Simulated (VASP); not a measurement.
Here is a VASP 6.6.1 calculation.

Contents of POSCAR:

```
SiO2
1.0
    0.0000000000      2.2641691178      2.2641691178
    2.2641691178      0.0000000000      2.2641691178
    2.2641691178      2.2641691178      0.0000000000
Si O
1 2
Direct
    0.0000000000      0.0000000000      0.0000000000
    0.2500000000      0.2500000000      0.2500000000
    0.7500000000      0.7500000000      0.7500000000
```

INCAR.step1

```
SYSTEM = SiO2
PREC = Accurate ; ENCUT = 520
EDIFF = 1E-5 ; ISMEAR = 0
SIGMA = 0.01 ; LREAL = .False.
LASPH = .True. ; NELM = 60
ALGO = Normal ; ISIF = 2
LWAVE = .True. ; LCHARG = .False.
GGA = PE ; NBANDS = 15
```

Contents of INCAR.step2:

```
SYSTEM = SiO2
PREC = Accurate ; ENCUT = 520
EDIFF = 1E-6 ; ISMEAR = 0
SIGMA = 0.01 ; LREAL = .False.
LASPH = .True. ; NELM = 60
ALGO = Normal ; ISIF = 2
LWAVE = .False. ; LCHARG = .False.
GGA = PE ; LHFCALC = .True.
HFSCREEN = 0.2079 ; PRECFOCK = Normal
ISTART = 1 ; NBANDS = 15
```

KPOINTS

```
regular mesh
0
Gamma
  6 6 6
  0 0 0
```

Potentials or basis: VASP PAW PBE potentials, release 64 (Si, O).

Launch:

```console
$ cat potpaw_PBE.64/Si/POTCAR potpaw_PBE.64/O/POTCAR > POTCAR
$ cp INCAR.step1 INCAR
$ mpirun -np 1 vasp_std > vasp.out
$ cp INCAR.step2 INCAR
$ mpirun -np 1 vasp_std > vasp.out
```

(1) Estimate the band gap on the k mesh.

(2) Estimate the pressure.

## Answers

(1) 3.57 eV.

(2) -3.9 GPa.

Caveat: the cell stands under tension; the structure was generated, so it needn't be the stable form of SiO2; the PAW data sets were made with another functional, which shifts forces and pressure a little.
